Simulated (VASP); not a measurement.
# CuI (Immm) in VASP: notebook

The runs below take CuI through single point, with PBE.

All numbers are computed with VASP 6.6.1; they aren't measurements. Logs are shortened: lines on timing, memory, paths and dates and some standing lists are left out, and cuts for length are marked.

### Step 1. The cell of the first run

Symmetry: Immm, No. 71, orthorhombic system. Conventional cell: a = 3.926 Å, b = 4.169 Å, c = 5.724 Å, α = 90.00°, β = 90.00°, γ = 90.00°. Within 3.8 Å of Cu (site symmetry mmm) lie 6 I at 2.86 Å. Within 3.8 Å of I (site symmetry mmm) lie 6 Cu at 2.86 Å.

### Step 2. Single point, PBE (strain -0.0600 x Voigt [0, 0, 0, 1, 0, 0])

Contents of INCAR:

```
PREC = Accurate ; ENCUT = 520
EDIFF = 1E-6 ; ISMEAR = 0
SIGMA = 0.15 ; LREAL = F
LASPH = T ; NELM = 100
ALGO = Normal ; ISIF = 2
LWAVE = F ; LCHARG = F
GGA = PE ; NBANDS = 16
```

Contents of KPOINTS:

```
Automatic mesh
0
Gamma
  14 14 14
```

Contents of POSCAR:

```
CuI
1.0
    0.0000000000      2.7762263300      2.7762263300
    2.8620890000     -0.0858626700      2.8620890000
    2.8620890000      2.8620890000     -0.0858626700
Cu I
1 1
Direct
    0.0000000000      0.0000000000      0.0000000000
    0.5000000000      0.5000000000      0.5000000000
```

Potentials or basis: VASP PAW PBE potentials, release 64 (Cu, I).

Launch:

```bash
> cat potpaw_PBE.64/Cu/POTCAR potpaw_PBE.64/I/POTCAR > POTCAR
> mpirun -np 1 vasp_std > vasp.out
```

OUTCAR:

```text
PREC = Accurate
   ENCUT = 520
   EDIFF = 1E-6
   ISMEAR = 0
   LREAL = F
   LASPH = T
   NELM = 100
   ISIF = 2
   GGA = PE

 ion  position               nearest neighbor table
   1  0.000  0.000  0.000-   2 2.86   2 2.86   2 2.86   2 2.86   2 2.86   2 2.86
   2  0.500  0.500  0.500-   1 2.86   1 2.86   1 2.86   1 2.86   1 2.86   1 2.86

  LATTYP: Found a body centered orthorhombic cell.
 ALAT       =     3.9261769281
 B/A-ratio  =     1.0618556701
 C/A-ratio  =     1.4579521262

  Lattice vectors:

 A1 = (  -2.8620890000,   0.0858626700,  -2.8620890000)
 A2 = (  -2.8620890000,  -0.0858626700,   2.8620890000)
 A3 = (   2.8620890000,   2.8620890000,  -0.0858626700)

Analysis of symmetry for initial positions (statically):
=====================================================================
 Subroutine PRICEL returns:
 Original cell was already a primitive cell.

 Routine SETGRP: Setting up the symmetry group for a
 body centered orthorhombic supercell.

 Subroutine GETGRP returns: Found  8 space group operations
 (whereof  8 operations were pure point group operations)
 out of a pool of  8 trial point group operations.

The static configuration has the point symmetry D_2h.

Analysis of symmetry for dynamics (positions and initial velocities):
=====================================================================
 Subroutine PRICEL returns:
 Original cell was already a primitive cell.

 Routine SETGRP: Setting up the symmetry group for a
 body centered orthorhombic supercell.

 Subroutine GETGRP returns: Found  8 space group operations
 (whereof  8 operations were pure point group operations)
 out of a pool of  8 trial point group operations.

The dynamic configuration has the point symmetry D_2h.

 Subroutine INISYM returns: Found  8 space group operations
 (whereof  8 operations are pure point group operations),
 and found     1 'primitive' translations

----------------------------------------------------------------------------------------

                                     Primitive cell

  volume of cell :      46.8477

  direct lattice vectors                    reciprocal lattice vectors
     0.000000000  2.776226330  2.776226330    -0.174697572  0.180100590  0.180100590
     2.862089000 -0.085862670  2.862089000     0.174697572 -0.169609293  0.169609293
     2.862089000  2.862089000 -0.085862670     0.174697572  0.169609293 -0.169609293

  length of vectors
[... 81 lines left out ...]
   NELM   =    100;   NELMIN=  2; NELMDL= -5     # of ELM steps
   EDIFF  = 0.1E-05   stopping-criterion for ELM
   LREAL  =      F    real-space projection
   EDIFFG = 0.1E-04   stopping-criterion for IOM
   NSW    =      0    number of steps for IOM
   IBRION =     -1    ionic relax: 0-MD 1-quasi-New 2-CG
   NFREE  =      0    steps in history (QN), initial steepest desc. (CG)
   ISIF   =      2    stress and relaxation
   ISYM   =      2    0-nonsym 1-usesym 2-fastsym
   POTIM  = 0.5000    time-step for ionic-motion
   TEBEG  =    0.0;   TEEND  =   0.0 temperature during run
   PSTRESS=    0.0 pullay stress
   NELECT =      18.0000    total number of electrons
   NUPDOWN=      -1.0000    fix difference up-down
   EMIN   =  10.00;   EMAX   =-10.00  energy-range for DOS
   EFERMI =   0.00;   METHOD = LEGACY
   ISMEAR =     0;   SIGMA  =   0.15  broadening in eV -4-tet -1-fermi 0-gaus
   EFERMI_NEDOS =   21; number of points for ismear=-14 and -15
   IALGO  =     38    algorithm
   IMIX   =      4    mixing-type and parameters
     AMIX     =   0.40;   BMIX     =  1.00
     AMIX_MAG =   1.60;   BMIX_MAG =  1.00
  volume/ion in A,a.u.               =      23.42       158.07
  Fermi-wavevector in a.u.,A,eV,Ry     =   1.190153  2.249063 19.272172  1.416465
  Thomas-Fermi vector in A             =   2.326244
   LORBIT       =      0    0 simple, 1 ext, 2 COOP (PROOUT), +10 PAW based schemes
   GGA     = PE    functional components
   LHFCALC =     F    Hartree Fock is set to
   AEXX    =    0.0000 exact exchange contribution
   IVDW    =     0    specifies the selected vdW correction
   LEPSILON=     F    determine dielectric tensor
   LRPA    =     F    only Hartree local field effects (RPA)
 non-spin polarized calculation
 Gauss-broadening in eV      SIGMA  =   0.15
  energy-cutoff  :      520.00
  volume of cell :       46.85
 maximum number of plane-waves:      1287
 NGX is ok and might be reduce to    30
   NGX = 15   NGY = 15   NGZ = 15

 number of electron      17.9999988 magnetization

 Free energy of the ion-electron system (eV)
  ---------------------------------------------------
  ext. energy  EPLUGINS =         0.00000000
  ---------------------------------------------------
  free energy    TOTEN  =        -5.08643339 eV

  energy without entropy =       -5.08085358  energy(sigma->0) =       -5.08364349

 E-fermi :   6.2392     XC(G=0): -10.0304

 val. band max:        6.2365696102   @ k =   0.0000   0.5000  -0.0000
 cond. band min:       6.2541412271   @ k =   0.5000  -0.4286   0.0714
 fundamental gap:      0.0175716169
 Fermi energy:         6.2392405724

 k-point     1 :       0.0000    0.0000    0.0000
  band No.  band energies     occupation
      1      -8.0623      2.00000
      2       4.1925      2.00000
      3       4.2385      2.00000
      4       4.2471      2.00000
      5       4.2564      2.00000
      6       4.2742      2.00000
[... 433 lines left out ...]
      3       3.7055      2.00000
      4       3.8189      2.00000
      5       4.2818      2.00000
      6       4.3120      2.00000
[... 8 lines left out ...]
     15      15.2363      0.00000
     16      15.4386      0.00000

 [... further k-points ...]

------------------------ aborting loop because EDIFF is reached ----------------------------------------

  FORCE on cell =-STRESS in cart. coord.  units (eV):
  Direction    XX          YY          ZZ          XY          YZ          ZX
  --------------------------------------------------------------------------------------
  -------------------------------------------------------------------------------------
  Total        0.0879678      0.1367055      0.1367055      0.0000000      0.3480702      0.0000000
  in kB        3.0084731      4.6752865      4.6752865      0.0000000     11.9038928      0.0000000
  external PRESSURE =       4.1196821 kB  Pullay stress =       0.0000000 kB

 VOLUME and BASIS-vectors are now :
 -----------------------------------------------------------------------------
  energy-cutoff  :      520.00
  volume of cell :       46.85
      direct lattice vectors                 reciprocal lattice vectors
     0.000000000  2.776226330  2.776226330    -0.174697572  0.180100590  0.180100590
     2.862089000 -0.085862670  2.862089000     0.174697572 -0.169609293  0.169609293
     2.862089000  2.862089000 -0.085862670     0.174697572  0.169609293 -0.169609293

 POSITION                                       TOTAL-FORCE (eV/Angst)
 -----------------------------------------------------------------------------------
      0.00000      0.00000      0.00000         0.000000     -0.000000      0.000000
      2.86209      2.77623      2.77623         0.000000      0.000000     -0.000000
 -----------------------------------------------------------------------------------
    total drift:                               -0.000000      0.000000      0.000000

  FREE ENERGIE OF THE ION-ELECTRON SYSTEM (eV)
  ---------------------------------------------------
  free  energy   TOTEN  =        -5.0864333890 eV

  energy  without entropy=       -5.0808535822  energy(sigma->0) =       -5.08364349
```

It took 2 min on 1 thread of Intel Xeon 6975P-C (Granite Rapids), shared host; peak memory 0.44 GiB.

Results:

```
Free energy            : -5.0864 eV
Pressure               : 0.4 GPa
Band gap on the k mesh : zero (band 9 reaches 6.24 eV, above the bottom of band 10 at 5.75 eV)
```

Stress tensor (GPa, compression positive):
```
0.30 0.00 0.00
0.00 0.47 1.19
0.00 1.19 0.47
```

Levels at points of the mesh, in eV from the Fermi level:
| k point | band 6 | band 7 | band 8 | band 9 | band 10 | band 11 | band 12 | band 13 |
| --- | --- | --- | --- | --- | --- | --- | --- | --- |
| (0.00, 0.00, 0.00) | -1.97 | -1.93 | -1.83 | -1.56 | 0.85 | 6.94 | 7.34 | 7.75 |
| (0.50, 0.00, 0.00) | -1.73 | -1.62 | -0.06 | -0.03 | 2.60 | 4.05 | 4.42 | 5.47 |
| (0.00, 0.50, 0.00) | -1.74 | -1.67 | -0.01 | 0.00 | 2.93 | 4.43 | 4.80 | 5.77 |
| (0.50, 0.50, 0.00) | -1.87 | -1.68 | -1.67 | -1.56 | -0.45 | 4.42 | 9.55 | 10.01 |
| (0.00, 0.50, 0.50) | -1.87 | -1.67 | -1.67 | -1.56 | -0.49 | 4.46 | 10.01 | 10.06 |

Caveat: the cell differs from its parent crystal (strain -0.0600 x Voigt [0, 0, 0, 1, 0, 0]); spin-orbit coupling is left out, which moves the levels of the heavy elements; semilocal functionals often make such compounds metallic where correlation or magnetic order opens a gap, which also shifts bond lengths.

### Step 3. Single point, PBE (strain +0.0150 x Voigt [0, 0, 0, 1, 0, 0])

Contents of INCAR:

```
SYSTEM = CuI
PREC = Accurate ; ENCUT = 520
EDIFF = 1E-6 ; ISMEAR = 0
SIGMA = 0.15 ; LREAL = .FALSE.
LASPH = .TRUE. ; NELM = 100
ALGO = Normal ; ISIF = 2
LWAVE = .FALSE. ; LCHARG = .TRUE.
GGA = PE ; LELF = .TRUE.
LVHAR = .TRUE. ; NBANDS = 16
```

Contents of KPOINTS:

```
regular mesh
0
G
  14 14 14
  0 0 0
```

Contents of POSCAR:

```
CuI
1.0
    0.0000000000      2.8835546675      2.8835546675
    2.8620890000      0.0214656675      2.8620890000
    2.8620890000      2.8620890000      0.0214656675
Cu I
1 1
Direct
    0.0000000000      0.0000000000      0.0000000000
    0.5000000000      0.5000000000      0.5000000000
```

Potentials or basis: VASP PAW PBE potentials, release 64 (Cu, I).

Launch:

```bash
> cat potpaw_PBE.64/Cu/POTCAR potpaw_PBE.64/I/POTCAR > POTCAR
> mpirun -np 1 vasp_std > vasp.out
```

Wall time 2 min (1 thread of Intel Xeon 6975P-C (Granite Rapids), shared host); peak memory 0.44 GiB.

The run converged. Its results:

- Free energy: -5.0963 eV
- Pressure: 0.3 GPa
- Band gap on the k mesh: zero (band 9 reaches 6.21 eV, above the bottom of band 10 at 5.76 eV)

Stress tensor (GPa, compression positive):
```
 0.34  0.00  0.00
 0.00  0.35 -0.29
 0.00 -0.29  0.35
```

Levels at points of the mesh, in eV from the Fermi level:
| k point | band 6 | band 7 | band 8 | band 9 | band 10 | band 11 | band 12 | band 13 |
| --- | --- | --- | --- | --- | --- | --- | --- | --- |
| (0.00, 0.00, 0.00) | -1.95 | -1.88 | -1.82 | -1.76 | 0.87 | 7.23 | 7.33 | 7.43 |
| (0.50, 0.00, 0.00) | -1.74 | -1.66 | -0.02 | -0.02 | 2.82 | 4.40 | 4.49 | 5.67 |
| (0.00, 0.50, 0.00) | -1.74 | -1.65 | -0.03 | -0.03 | 2.74 | 4.31 | 4.40 | 5.59 |
| (0.50, 0.50, 0.00) | -1.87 | -1.67 | -1.67 | -1.56 | -0.46 | 4.42 | 9.95 | 10.00 |
| (0.00, 0.50, 0.50) | -1.87 | -1.67 | -1.67 | -1.56 | -0.47 | 4.42 | 10.00 | 10.01 |

Caveat: the cell differs from its parent crystal (strain +0.0150 x Voigt [0, 0, 0, 1, 0, 0]); spin-orbit coupling is left out, which moves the levels of the heavy elements; semilocal functionals often make such compounds metallic where correlation or magnetic order opens a gap, which also shifts bond lengths.
